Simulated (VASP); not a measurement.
Runs of VASP 6.6.1 on CsBr. The structure is that of space group Pm-3m (No. 221), or close to it. The cells are those of the table. 

```tsv
task	spin	cell	k mesh	cutoff (eV)	smearing	gap on the mesh (eV)	pressure (GPa)	moment (μB)
single point	non-collinear, zero start, SOC	a = 4.219 Å, 2 atoms	6 × 6 × 6	500	gaussian 0.01 eV	-	0.3	0.00
single point	non-collinear, zero start, SOC	a = 4.240 Å, 2 atoms	6 × 6 × 6	500	gaussian 0.01 eV	-	0.1	0.00
relaxation of the atoms	non-collinear, zero start, SOC	atoms relaxed from a = 4.240 Å, angles 90.3°, 2 atoms	6 × 6 × 6	450	gaussian 0.01 eV	-	0.1	0.00
single point	non-collinear, zero start, SOC	a = 4.240 Å, angles 90.3°, 2 atoms	6 × 6 × 6	500	gaussian 0.01 eV	-	0.1	0.00
single point	non-collinear, zero start, SOC	a = 4.261 Å, 2 atoms	6 × 6 × 6	500	gaussian 0.01 eV	-	(a)	0.00
single point	off	a = 4.240 Å, 2 atoms	10 × 10 × 10	500	fermi-dirac 0.08 eV	4.44	0.1	-
single point	non-collinear, zero start, SOC	a = 4.240, b = 4.240, c = 4.261 Å, 2 atoms	6 × 6 × 6	500	gaussian 0.01 eV	-	0.0	0.00
relaxation of cell and atoms	off	relaxed from a = 4.286 Å, 2 atoms	10 × 10 × 10	500	fermi-dirac 0.08 eV	4.42	0.0	-
single point	off	a = 4.240 Å, 2 atoms	6 × 6 × 6	500	gaussian 0.01 eV	4.44	0.1	-
```

Alike in all rows: level PBEsol; potentials or basis VASP PAW PBE potentials, release 64 (Cs_sv, Br).

Q: Estimate the missing entries.

A: (a) -0.2.

Caveats: the PAW data sets were made with another functional, which shifts forces and pressure a little; spin-orbit coupling is left out, which moves the levels of the heavy elements (at least some runs).

A k mesh can miss the band edges, and rows without SOC leave out spin-orbit coupling on Br, Cs.
